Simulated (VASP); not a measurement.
Set up this calculation in VASP 6.6.1, as the native input.

| Item | Value |
| --- | --- |
| Task | single point |
| Functional | PBE |
| Potentials or basis | VASP PAW PBE potentials, release 64 (Ti_sv, O, Si) |
| Cutoff | 520 eV |
| k mesh | 2 × 2 × 1 |
| Occupations | gaussian, width 0.02 eV |
| Spin | no spin polarisation |
| Dipole correction | no |
| Further INCAR settings | LREAL = Auto; ALGO = Normal; EDIFF = 1e-06; NBANDS = 224 |

The structure of Ti16SiO32 (a cell with a defect) lies in POSCAR:

```
Ti16SiO32
1.0
   -4.5890000000     -4.8490000000      0.0000000000
    4.5890000000     -4.8490000000      0.0000000000
   -1.4163990000      0.0000000000      9.3655000000
Ti O Si
16 32 1
Direct
    0.3416541882      0.6251796974      0.1035515483
    0.8710861160      0.5846333406      0.1396819345
    0.6869060749      0.3832585116      0.3936845820
    0.0997750492      0.4516123900      0.3364434387
    0.3386958205      0.6216728653      0.6107526914
    0.8662954218      0.5879728224      0.6463447588
    0.6622249959      0.3859855218      0.8926738202
    0.1299371694      0.4092522841      0.8576922488
    0.8314589686      0.1135782900      0.1027500317
    0.3645810580      0.0936163433      0.1395929631
    0.1692540852      0.8873393499      0.4085134186
    0.6425786280      0.9041650361      0.3502699183
    0.8428710749      0.1135096750      0.6064846676
    0.3746449966      0.0535893247      0.6586539292
    0.1623986768      0.8807227285      0.8994727907
    0.6391167771      0.9136553452      0.8572401166
    0.2668263081      0.3695768031      0.1491643203
    0.6066630529      0.5262140755      0.0971601523
    0.7441599392      0.6373575324      0.3471381764
    0.3901781346      0.4593463450      0.4046999331
    0.8982105058      0.3257562498      0.2387538732
    0.0862677590      0.6487081234      0.0027973038
    0.1004289319      0.6979099227      0.2483283155
    0.9227518711      0.3518413050      0.4952660172
    0.2667070102      0.3416723046      0.6340623491
    0.6086364167      0.5123482186      0.6000643620
    0.7326656374      0.6436706325      0.8500387965
    0.3931549041      0.4783463289      0.8956324577
    0.9039138695      0.3344733281      0.7441409159
    0.0861492848      0.6554856210      0.5056512241
    0.1007297483      0.6573397703      0.7552125831
    0.9167874910      0.3461854231      0.9921768285
    0.7695170098      0.8576656565      0.1523700996
    0.1060744734      0.0251554091      0.0971049806
    0.2044018011      0.1634017587      0.3428601164
    0.8900768250      0.9825700036      0.4092846977
    0.4003466334      0.8510520371      0.2500942916
    0.5827566568      0.1557419913      0.0043876369
    0.5907600551      0.1693252155      0.2578875571
    0.4315926776      0.8207850711      0.4988259773
    0.7634514971      0.8536511571      0.6526072255
    0.1023422229      0.0103170149      0.6114996800
    0.2302247174      0.1394204857      0.8501544110
    0.8943578574      0.9770514357      0.9025504252
    0.4050954994      0.8156373911      0.7562383344
    0.5756526051      0.1533291679      0.5026458901
    0.6017422042      0.1646868932      0.7542252378
    0.4184565514      0.8537536672      0.9976216378
    0.3434990474      0.2406063944      0.4669907340
```

These files were run (other wordings do the same):

INCAR

```
PREC = Accurate
ENCUT = 520
EDIFF = 1E-6
ISMEAR = 0
SIGMA = 0.02
LREAL = Auto
LASPH = T
NELM = 120
ALGO = Normal
ISIF = 2
LWAVE = F
LCHARG = T
GGA = PE
LELF = T
LVHAR = T
NBANDS = 224
GGA_COMPAT = F
```

KPOINTS

```
regular mesh
0
Gamma
  2 2 1
```

Potentials or basis: VASP PAW PBE potentials, release 64 (Ti_sv, O, Si).

The run is started by

```sh
$ cat potpaw_PBE.64/Ti_sv/POTCAR potpaw_PBE.64/O/POTCAR potpaw_PBE.64/Si/POTCAR > POTCAR
$ mpirun -np 1 vasp_std > vasp.out
```

It gave:

- Pressure: 36.6 GPa
- Largest force: 0.077 eV/Å
- Band gap on the k mesh: 0.03 eV

Caveat: the k points lie up to 0.67 Å⁻¹ apart.

It took 28 min on 1 thread of Intel Xeon 8259CL, on a shared host, peak memory 0.58 GiB.
